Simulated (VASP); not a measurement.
Here is a VASP 6.6.1 calculation.

The input INCAR:

```
SYSTEM = Hf
  ALGO = Normal
  EDIFF = 1E-6
  ENCUT = 520
  GGA = RE
  ISIF = 2
  ISMEAR = -1
  IVDW = 12
  LASPH = .TRUE.
  LCHARG = .FALSE.
  LREAL = .FALSE.
  LWAVE = .FALSE.
  NBANDS = 11
  NELM = 80
  PREC = Accurate
  SIGMA = 0.1
```

KPOINTS

```
k-points
0
G
  9 9 9
  0 0 0
```

The input POSCAR:

```
Hf
1.0
    2.8763104061      0.0000000000      0.0000000000
    0.0000000000      2.8763104061      0.0000000000
    0.0000000000      0.0000000000      2.8763104061
Hf
1
Direct
    0.0000000000      0.0000000000      0.0000000000
```

Potentials or basis: VASP PAW PBE potentials, release 64 (Hf_pv).

Run with:

```sh
$ cat potpaw_PBE.64/Hf_pv/POTCAR > POTCAR
$ mpirun -np 1 vasp_std > vasp.out
```

(1) What does it give for the pressure?

(2) What does it give for the dispersion energy per atom?

(3) What does it give for the band gap on the k mesh?

## Answers

(1) -0.3 GPa.

(2) -0.735 eV.

(3) zero (band 5 reaches 4.83 eV, above the bottom of band 6 at 2.65 eV).

Caveat: the PAW data sets were made with another functional, which shifts forces and pressure a little; spin-orbit coupling is left out, which moves the levels of the heavy elements; pairwise dispersion overbinds metals, which lowers pressure and volume.
